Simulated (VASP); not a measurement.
Runs of VASP 6.6.1 on Zr. The structure is that of space group P6_3/mmc (No. 194), or close to it. The cells are those of the table. 

| cell | k mesh | gap on the mesh (eV) | pressure (GPa) |
| --- | --- | --- | --- |
| a = 3.214, b = 3.214, c = 5.098 Å, angles 90.0, 90.0, 120.0°, 2 atoms | 18 × 18 × 8 | none | (b) |
| a = 3.176, b = 3.176, c = 5.059 Å, angles 90.0, 90.0, 120.0°, 2 atoms | 18 × 18 × 8 | none | (a) |
| a = 3.232, b = 3.232, c = 5.147 Å, angles 90.0, 90.0, 120.0°, 2 atoms | 6 × 6 × 4 | none | 0.6 |
| a = 3.246, b = 3.246, c = 5.150 Å, angles 90.0, 90.0, 120.0°, 2 atoms | 18 × 18 × 8 | none | 0.0 |
| a = 3.279, b = 3.279, c = 5.201 Å, angles 90.0, 90.0, 120.0°, 2 atoms | 18 × 18 × 8 | none | -2.7 |

Alike in all rows: task single point; level r2SCAN; potentials or basis VASP PAW PBE potentials, release 64 (Zr_sv); no spin polarisation; cutoff (eV) 520; smearing gaussian 0.1 eV.

Problem. Fill in the values left out.

Solution. (a) 6.5; (b) 3.1.

Caveats: some runs use coarse meshes; the PAW data sets were made with another functional, which shifts forces and pressure a little.

A k mesh can miss the band edges, and the runs leave out spin-orbit coupling on Zr.

A gap of «none» marks levels without a gap at the run's occupations.
